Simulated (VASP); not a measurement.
Set up this calculation in VASP 6.6.1, as the native input.

```
Task                   : single point
Functional             : PBEsol
Potentials or basis    : VASP PAW PBE potentials, release 64 (Os_sv_GW)
Cutoff                 : 560 eV
k mesh                 : 8 × 8 × 8
Occupations            : gaussian, width 0.1 eV
Spin                   : no spin polarisation
Dipole correction      : no
Further INCAR settings : ALGO = Normal; EDIFF = 1e-06; NBANDS = 23
```

The structure of Os lies in POSCAR:

```
Os
1.0
   -2.3688180819      2.3688180819      1.2922339908
    2.3688180819     -2.3688180819      1.2922339908
    2.3688180819      2.3688180819     -1.2922339908
Os
2
Direct
    0.0000000000      0.0000000000      0.0000000000
    0.7500000000      0.2500000000      0.5000000000
```

The input as run:

INCAR

```
SYSTEM = Os
ALGO = Normal
EDIFF = 1E-6
ENCUT = 560
GGA = PS
GGA_COMPAT = .False.
ISIF = 2
ISMEAR = 0
LASPH = .True.
LCHARG = .True.
LELF = .True.
LREAL = .False.
LVHAR = .True.
LWAVE = .False.
NBANDS = 23
NELM = 120
PREC = Accurate
SIGMA = 0.1
```

KPOINTS

```
k-points
0
Gamma
  8 8 8
  0 0 0
```

Potentials or basis: VASP PAW PBE potentials, release 64 (Os_sv_GW).

Run with:

```console
$ cat potpaw_PBE.64/Os_sv_GW/POTCAR > POTCAR
$ mpirun -np 1 vasp_std > vasp.out
```

It gave:

The pressure is 27.3 GPa and the band gap on the k mesh is zero (bands 16 and 17 overlap by 1.57 eV).

Caveat: the stress differs along the axes, from 24 to 29 GPa; the PAW data sets were made with another functional, which shifts forces and pressure a little; spin-orbit coupling is left out, which moves the levels of the heavy elements.

Wall time 40 s on 1 thread of Intel(R) Xeon(R) Platinum 8488C (Sapphire Rapids), with other jobs on the host, peak memory 0.18 GiB.
